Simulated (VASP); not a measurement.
# Tl (Im-3m) in VASP: notebook

Runs on Tl. Level: PBE. Tasks: single point.

All numbers are computed with VASP 6.6.1; they aren't measurements. Logs are shortened: lines on timing, memory, paths and dates and some standing lists are left out, and cuts for length are marked.

## Step 1: The cell of the first run

It takes space group Im-3m (No. 229, cubic). Conventional cell: a = 3.896 Å, b = 3.896 Å, c = 3.896 Å, α = 90.00°, β = 90.00°, γ = 90.00°. Within 4.4 Å of Tl (site symmetry m-3m) lie 14 Tl at 3.37 to 3.90 Å.

This isn't the form of Tl at room conditions, which is hcp.

## Step 2: Single point, PBE

INCAR

```
PREC = Accurate
ENCUT = 520
EDIFF = 1E-6
ISMEAR = -1
SIGMA = 0.06122561905347299
LREAL = F
LASPH = T
NELM = 100
ALGO = Normal
ISIF = 2
LWAVE = F
LCHARG = F
GGA = PE
NBANDS = 12
```

KPOINTS

```
Automatic mesh
0
Gamma
  13 13 13
```

POSCAR

```
Tl
1.0
   -1.9481780484      1.9481780484      1.9481780484
    1.9481780484     -1.9481780484      1.9481780484
    1.9481780484      1.9481780484     -1.9481780484
Tl
1
Direct
    0.0000000000      0.0000000000      0.0000000000
```

Potentials or basis: VASP PAW PBE potentials, release 64 (Tl_d).

On the command line:

```bash
$ cat potpaw_PBE.64/Tl_d/POTCAR > POTCAR
$ mpirun -np 1 vasp_std > vasp.out
```

OUTCAR:

```text
PREC = Accurate
   ENCUT = 520
   EDIFF = 1E-6
   ISMEAR = -1
   LREAL = F
   LASPH = T
   NELM = 100
   ISIF = 2
   GGA = PE

 ion  position               nearest neighbor table
   1  0.000  0.000  0.000-

  LATTYP: Found a body centered cubic cell.
 ALAT       =     3.8963560968

  Lattice vectors:

 A1 = (  -1.9481780484,   1.9481780484,   1.9481780484)
 A2 = (   1.9481780484,  -1.9481780484,   1.9481780484)
 A3 = (   1.9481780484,   1.9481780484,  -1.9481780484)

Analysis of symmetry for initial positions (statically):
=====================================================================
 Subroutine PRICEL returns:
 Original cell was already a primitive cell.

 Routine SETGRP: Setting up the symmetry group for a
 body centered cubic supercell.

 Subroutine GETGRP returns: Found 48 space group operations
 (whereof 48 operations were pure point group operations)
 out of a pool of 48 trial point group operations.

The static configuration has the point symmetry O_h .

Analysis of symmetry for dynamics (positions and initial velocities):
=====================================================================
 Subroutine PRICEL returns:
 Original cell was already a primitive cell.

 Routine SETGRP: Setting up the symmetry group for a
 body centered cubic supercell.

 Subroutine GETGRP returns: Found 48 space group operations
 (whereof 48 operations were pure point group operations)
 out of a pool of 48 trial point group operations.

The dynamic configuration has the point symmetry O_h .

 Subroutine INISYM returns: Found 48 space group operations
 (whereof 48 operations are pure point group operations),
 and found     1 'primitive' translations

----------------------------------------------------------------------------------------

                                     Primitive cell

  volume of cell :      29.5764

  direct lattice vectors                    reciprocal lattice vectors
    -1.948178048  1.948178048  1.948178048     0.000000000  0.256650053  0.256650053
     1.948178048 -1.948178048  1.948178048     0.256650053  0.000000000  0.256650053
     1.948178048  1.948178048 -1.948178048     0.256650053  0.256650053  0.000000000

  length of vectors
     3.374343362  3.374343362  3.374343362     0.362957986  0.362957986  0.362957986

  position of ions in fractional coordinates (direct lattice)
     0.000000000  0.000000000  0.000000000

  ion indices of the primitive-cell ions
   primitive index   ion index
                 1           1

----------------------------------------------------------------------------------------

 KPOINTS: Automatic mesh

Automatic generation of k-mesh.
 Grid dimensions read from file:
 generate k-points for:   13   13   13

 Generating k-lattice:

  Cartesian coordinates                     Fractional coordinates (reciprocal lattice)
     0.000000000  0.019742312  0.019742312     0.076923077  0.000000000  0.000000000
     0.019742312  0.000000000  0.019742312     0.000000000  0.076923077  0.000000000
     0.019742312  0.019742312  0.000000000     0.000000000  0.000000000  0.076923077

  Length of vectors
     0.027919845  0.027919845  0.027919845

  Shift w.r.t. Gamma in fractional coordinates (k-lattice)
     0.000000000  0.000000000  0.000000000

 Subroutine IBZKPT returns following result:
 ===========================================

 Found     84 irreducible k-points:

 Following reciprocal coordinates:
            Coordinates               Weight
  0.000000  0.000000  0.000000      1.000000
  0.076923  0.000000  0.000000     12.000000
  0.153846  0.000000  0.000000     12.000000
  0.230769  0.000000  0.000000     12.000000
  0.307692  0.000000  0.000000     12.000000
  0.384615  0.000000  0.000000     12.000000
[... 16 lines left out ...]
  0.153846  0.076923  0.076923     24.000000
  0.230769  0.076923  0.076923     24.000000
 [... further k-points ...]
   k-points           NKPTS =     84   k-points in BZ     NKDIM =     84   number of bands    NBANDS=     12
   number of dos      NEDOS =    301   number of ions     NIONS =      1
   total plane-waves  NPLWV =  21952
   dimension x,y,z NGX =    28 NGY =   28 NGZ =   28
   dimension x,y,z NGXF=    56 NGYF=   56 NGZF=   56
   ions per type =               1
   NGX,Y,Z   is equivalent  to a cutoff of  13.79, 13.79, 13.79 a.u.
   NGXF,Y,Z  is equivalent  to a cutoff of  27.59, 27.59, 27.59 a.u.
 SYSTEM =  unknown system
   PREC   = accura    normal or accurate (medium, high low for compatibility)
   ISTART =      0    job   : 0-new  1-cont  2-samecut
   ICHARG =      2    charge: 1-file 2-atom 10-const
   ISPIN  =      1    spin polarized calculation?
   LNONCOLLINEAR =      F non collinear calculations
   LSORBIT =      F    spin-orbit coupling
   LASPH  =      T    aspherical Exc in radial PAW
   ENCUT  =  520.0 eV  38.22 Ry    6.18 a.u.   6.27  6.27  6.27*2*pi/ulx,y,z
   NELM   =    100;   NELMIN=  2; NELMDL= -5     # of ELM steps
   EDIFF  = 0.1E-05   stopping-criterion for ELM
   LREAL  =      F    real-space projection
   EDIFFG = 0.1E-04   stopping-criterion for IOM
   NSW    =      0    number of steps for IOM
   IBRION =     -1    ionic relax: 0-MD 1-quasi-New 2-CG
   NFREE  =      0    steps in history (QN), initial steepest desc. (CG)
   ISIF   =      2    stress and relaxation
   ISYM   =      2    0-nonsym 1-usesym 2-fastsym
   POTIM  = 0.5000    time-step for ionic-motion
   TEBEG  =    0.0;   TEEND  =   0.0 temperature during run
   PSTRESS=    0.0 pullay stress
   NELECT =      13.0000    total number of electrons
   NUPDOWN=      -1.0000    fix difference up-down
   EMIN   =  10.00;   EMAX   =-10.00  energy-range for DOS
   EFERMI =   0.00;   METHOD = LEGACY
   ISMEAR =    -1;   SIGMA  =   0.06  broadening in eV -4-tet -1-fermi 0-gaus
   EFERMI_NEDOS =   21; number of points for ismear=-14 and -15
   IALGO  =     38    algorithm
   IMIX   =      4    mixing-type and parameters
     AMIX     =   0.40;   BMIX     =  1.00
     AMIX_MAG =   1.60;   BMIX_MAG =  1.00
  volume/ion in A,a.u.               =      29.58       199.59
  Fermi-wavevector in a.u.,A,eV,Ry     =   1.244727  2.352192 21.080109  1.549344
  Thomas-Fermi vector in A             =   2.378980
   LORBIT       =      0    0 simple, 1 ext, 2 COOP (PROOUT), +10 PAW based schemes
   GGA     = PE    functional components
   LHFCALC =     F    Hartree Fock is set to
   AEXX    =    0.0000 exact exchange contribution
   IVDW    =     0    specifies the selected vdW correction
   LEPSILON=     F    determine dielectric tensor
   LRPA    =     F    only Hartree local field effects (RPA)
 non-spin polarized calculation
  energy-cutoff  :      520.00
  volume of cell :       29.58
 maximum number of plane-waves:       806
 NGX is ok and might be reduce to    28
   NGX = 13   NGY = 13   NGZ = 13

 number of electron      13.0000003 magnetization

 Free energy of the ion-electron system (eV)
  ---------------------------------------------------
  ext. energy  EPLUGINS =         0.00000000
  ---------------------------------------------------
  free energy    TOTEN  =        -2.21222648 eV

  energy without entropy =       -2.20433858  energy(sigma->0) =       -2.20828253

 E-fermi :   6.2117     XC(G=0): -10.0252

 val. band max:        6.2083196162   @ k =  -0.3077   0.4615   0.0769
 cond. band min:       6.2262514099   @ k =   0.2308   0.2308   0.2308
 fundamental gap:      0.0179317937
 Fermi energy:         6.2116678205

 k-point     1 :       0.0000    0.0000    0.0000
  band No.  band energies     occupation
      1      -5.4034      2.00000
      2      -5.4034      2.00000
      3      -5.4034      2.00000
      4      -5.0057      2.00000
      5      -5.0057      2.00000
      6      -3.5894      2.00000
      7      16.7123      0.00000
      8      16.7123      0.00000
      9      16.7123      0.00000
     10      18.4919      0.00000
     11      18.4919      0.00000
     12      18.4919      0.00000

 k-point     2 :       0.0769    0.0000    0.0000
  band No.  band energies     occupation
      1      -5.4132      2.00000
      2      -5.3962      2.00000
      3      -5.3685      2.00000
      4      -5.0164      2.00000
      5      -5.0059      2.00000
      6      -3.4591      2.00000
      7      15.3472      0.00000
      8      16.2356      0.00000
      9      16.4348      0.00000
     10      17.9846      0.00000
     11      18.3662      0.00000
     12      18.4479      0.00000

 k-point     3 :       0.1538    0.0000    0.0000
  band No.  band energies     occupation
      1      -5.4402      2.00000
      2      -5.3868      2.00000
      3      -5.2700      2.00000
      4      -5.0417      2.00000
      5      -5.0063      2.00000
      6      -3.0602      2.00000
      7      12.8326      0.00000
      8      15.1931      0.00000
      9      15.6932      0.00000
     10      17.3328      0.00000
     11      18.0869      0.00000
     12      18.7052      0.00000

 k-point     4 :       0.2308    0.0000    0.0000
  band No.  band energies     occupation
      1      -5.4779      2.00000
      2      -5.4005      2.00000
      3      -5.1269      2.00000
      4      -5.0611      2.00000
      5      -5.0064      2.00000
      6      -2.3837      2.00000
      7      10.2524      0.00000
      8      14.0605      0.00000
      9      14.8396      0.00000
     10      16.8050      0.00000
     11      17.7937      0.00000
     12      19.3574      0.00000

 k-point     5 :       0.3077    0.0000    0.0000
  band No.  band energies     occupation
      1      -5.5177      2.00000
      2      -5.4451      2.00000
      3      -5.0591      2.00000
      4      -5.0060      2.00000
      5      -4.9690      2.00000
      6      -1.4382      2.00000
      7       7.8274      0.00000
      8      13.0721      0.00000
      9      14.1067      0.00000
     10      16.4332      0.00000
     11      17.5545      0.00000
     12      20.2883      0.00000

 k-point     6 :       0.3846    0.0000    0.0000
  band No.  band energies     occupation
      1      -5.5504      2.00000
      2      -5.4977      2.00000
      3      -5.0448      2.00000
      4      -5.0053      2.00000
      5      -4.8329      2.00000
      6      -0.2654      2.00000
      7       5.6534      1.99978
      8      12.3505      0.00000
      9      13.5868      0.00000
     10      16.2048      0.00000
     11      17.3915      0.00000
     12      21.3635      0.00000

 k-point     7 :       0.4615    0.0000    0.0000
  band No.  band energies     occupation
      1      -5.5688      2.00000
      2      -5.5313      2.00000
      3      -5.0336      2.00000
      4      -5.0047      2.00000
      5      -4.7538      2.00000
      6       0.9270      2.00000
      7       3.9572      2.00000
      8      11.9706      0.00000
      9      13.3189      0.00000
     10      16.0979      0.00000
     11      17.3098      0.00000
     12      22.2634      0.00000

 k-point     8 :       0.0769    0.0769    0.0000
  band No.  band energies     occupation
      1      -5.4209      2.00000
      2      -5.3973      2.00000
      3      -5.3028      2.00000
      4      -5.0345      2.00000
      5      -5.0069      2.00000
      6      -3.1939      2.00000
      7      13.7269      0.00000
      8      15.0830      0.00000
      9      15.7697      0.00000
     10      17.9811      0.00000
     11      18.1506      0.00000
     12      18.7330      0.00000
[... 166 lines left out ...]
 k-point    20 :       0.3846    0.2308    0.0000
  band No.  band energies     occupation
      1      -5.5281      2.00000
      2      -5.3285      2.00000
      3      -5.1014      2.00000
      4      -5.0202      2.00000
      5      -4.8891      2.00000
      6       1.6447      2.00000
      7       4.7589      2.00000
      8       7.7475      0.00000
      9      12.5038      0.00000
     10      18.2532      0.00000
     11      20.5971      0.00000
     12      20.6776      0.00000

 k-point    21 :       0.3077    0.3077    0.0000
  band No.  band energies     occupation
      1      -5.5224      2.00000
      2      -5.2514      2.00000
      3      -5.1558      2.00000
      4      -4.9976      2.00000
      5      -4.9344      2.00000
      6       1.7603      2.00000
      7       5.4681      1.99999
      8       6.5752      0.00526
      9      12.4380      0.00000
     10      19.3390      0.00000
     11      19.3737      0.00000
     12      20.5816      0.00000

 k-point    22 :       0.0769    0.0769    0.0769
  band No.  band energies     occupation
      1      -5.4267      2.00000
      2      -5.4267      2.00000
      3      -5.2115      2.00000
      4      -5.0259      2.00000
      5      -5.0259      2.00000
      6      -2.7867      2.00000
      7      12.0125      0.00000
      8      14.1310      0.00000
      9      14.1310      0.00000
     10      18.8812      0.00000
     11      18.8812      0.00000
     12      19.1768      0.00000

 k-point    23 :       0.1538    0.0769    0.0769
  band No.  band energies     occupation
      1      -5.4647      2.00000
      2      -5.4193      2.00000
      3      -5.1109      2.00000
      4      -5.0437      2.00000
      5      -5.0168      2.00000
      6      -2.1054      2.00000
      7       9.9874      0.00000
      8      12.5744      0.00000
      9      13.2708      0.00000
     10      19.0060      0.00000
     11      19.3899      0.00000
     12      19.7281      0.00000

 k-point    24 :       0.2308    0.0769    0.0769
  band No.  band energies     occupation
      1      -5.5017      2.00000
      2      -5.4299      2.00000
      3      -5.0530      2.00000
      4      -5.0099      2.00000
      5      -4.9935      2.00000
      6      -1.1687      2.00000
      7       7.8440      0.00000
      8      11.4641      0.00000
      9      12.5858      0.00000
     10      18.6611      0.00000
     11      19.2558      0.00000
     12      20.7093      0.00000

 [... further k-points ...]
[... 5 lines left out ...]
  --------------------------------------------------------------------------------------
  -------------------------------------------------------------------------------------
  Total        0.3362602      0.3362602      0.3362602      0.0000000      0.0000000     -0.0000000
  in kB       18.2154581     18.2154581     18.2154581      0.0000000      0.0000000     -0.0000000
  external PRESSURE =      18.2154581 kB  Pullay stress =       0.0000000 kB

 VOLUME and BASIS-vectors are now :
 -----------------------------------------------------------------------------
  energy-cutoff  :      520.00
  volume of cell :       29.58
      direct lattice vectors                 reciprocal lattice vectors
    -1.948178048  1.948178048  1.948178048     0.000000000  0.256650053  0.256650053
     1.948178048 -1.948178048  1.948178048     0.256650053  0.000000000  0.256650053
     1.948178048  1.948178048 -1.948178048     0.256650053  0.256650053  0.000000000

 POSITION                                       TOTAL-FORCE (eV/Angst)
 -----------------------------------------------------------------------------------
      0.00000      0.00000      0.00000         0.000000     -0.000000      0.000000
 -----------------------------------------------------------------------------------
    total drift:                               -0.000000      0.000000      0.000000

  FREE ENERGIE OF THE ION-ELECTRON SYSTEM (eV)
  ---------------------------------------------------
  free  energy   TOTEN  =        -2.2122264799 eV

  energy  without entropy=       -2.2043385807  energy(sigma->0) =       -2.20828253
```

Run time: 19 s. Hardware: 1 thread of AMD EPYC 7R13 (Zen 3), shared host; peak memory 0.14 GiB.

Results:

| Quantity | Value |
| --- | --- |
| Free energy | -2.2122 eV |
| Pressure | 1.8 GPa |
| Band gap on the k mesh | zero (an odd number of electrons rules out a gap without spin polarisation) |

Levels at points of the mesh, in eV from the Fermi level:
```
           k point  band 2  band 3  band 4  band 5  band 6  band 7  band 8  band 9  band 10  band 11
(0.00, 0.00, 0.00)  -11.62  -11.62  -11.22  -11.22   -9.80   10.50   10.50   10.50    12.28    12.28
```

Caveat: spin-orbit coupling is left out, which moves the levels of the heavy elements.

## Step 3: Single point, PBE

INCAR

```
SYSTEM = Tl
ALGO = Normal ; EDIFF = 1E-7
ENCUT = 520 ; GGA = PE
ISIF = 2 ; ISMEAR = -1
LASPH = .True. ; LCHARG = .False.
LREAL = .False. ; LWAVE = .False.
NBANDS = 12 ; NELM = 80
PREC = Accurate ; SIGMA = 0.06122561905347299
```

KPOINTS

```
k-points
0
Gamma
  13 13 13
  0 0 0
```

POSCAR is that of step 2.

Potentials or basis: VASP PAW PBE potentials, release 64 (Tl_d).

On the command line:

```bash
$ cat potpaw_PBE.64/Tl_d/POTCAR > POTCAR
$ mpirun -np 1 vasp_std > vasp.out
```

OUTCAR:

```text
SYSTEM = Tl
   EDIFF = 1E-7
   ENCUT = 520
   GGA = PE
   ISIF = 2
   ISMEAR = -1
   LASPH = .True.
   LREAL = .False.
   NELM = 80
   PREC = Accurate

 ion  position               nearest neighbor table
   1  0.000  0.000  0.000-

  LATTYP: Found a body centered cubic cell.
 ALAT       =     3.8963560968

  Lattice vectors:

 A1 = (  -1.9481780484,   1.9481780484,   1.9481780484)
 A2 = (   1.9481780484,  -1.9481780484,   1.9481780484)
 A3 = (   1.9481780484,   1.9481780484,  -1.9481780484)

Analysis of symmetry for initial positions (statically):
[... 529 lines left out ...]
      5      -4.9935      2.00000
      6      -1.1687      2.00000
      7       7.8440      0.00000
      8      11.4641      0.00000
      9      12.5858      0.00000
     10      18.6611      0.00000
     11      19.2558      0.00000
     12      20.7093      0.00000

 [... further k-points ...]
[... 5 lines left out ...]
  --------------------------------------------------------------------------------------
  -------------------------------------------------------------------------------------
  Total        0.3362602      0.3362602      0.3362602      0.0000000      0.0000000      0.0000000
  in kB       18.2154594     18.2154594     18.2154594      0.0000000      0.0000000      0.0000000
  external PRESSURE =      18.2154594 kB  Pullay stress =       0.0000000 kB

 VOLUME and BASIS-vectors are now :
 -----------------------------------------------------------------------------
  energy-cutoff  :      520.00
  volume of cell :       29.58
      direct lattice vectors                 reciprocal lattice vectors
    -1.948178048  1.948178048  1.948178048     0.000000000  0.256650053  0.256650053
     1.948178048 -1.948178048  1.948178048     0.256650053  0.000000000  0.256650053
     1.948178048  1.948178048 -1.948178048     0.256650053  0.256650053  0.000000000

 POSITION                                       TOTAL-FORCE (eV/Angst)
 -----------------------------------------------------------------------------------
      0.00000      0.00000      0.00000         0.000000      0.000000      0.000000
 -----------------------------------------------------------------------------------
    total drift:                                0.000000      0.000000      0.000000

  FREE ENERGIE OF THE ION-ELECTRON SYSTEM (eV)
  ---------------------------------------------------
  free  energy   TOTEN  =        -2.2122264797 eV

  energy  without entropy=       -2.2043385805  energy(sigma->0) =       -2.20828253
```

stdout:

```text
POSCAR found type information on POSCAR Tl
 POSCAR found :  1 types and       1 ions
 scaLAPACK will be used
 LDA part: xc-table for (Slater+PW92), standard interpolation
 POSCAR, INCAR and KPOINTS ok, starting setup
 FFT: planning ... GRIDC
 FFT: planning ... GRID_SOFT
 FFT: planning ... GRID
 WAVECAR not read
 entering main loop
```

It took 23 s on 1 thread of AMD EPYC 7R13 (Zen 3), shared host; peak memory 0.14 GiB.

What came out:

```yaml
Free_energy: -2.2122 eV
Pressure: 1.8 GPa
Band_gap_on_the_k_mesh: zero (an odd number of electrons rules out a gap without spin polarisation)
```

Levels at points of the mesh, in eV from the Fermi level:
```
           k point  band 4  band 5  band 6  band 7  band 8  band 9
(0.00, 0.00, 0.00)  -11.22  -11.22   -9.80   10.50   10.50   10.50
```

Caveat: spin-orbit coupling is left out, which moves the levels of the heavy elements.

(Part 1 of 2 ends here.)
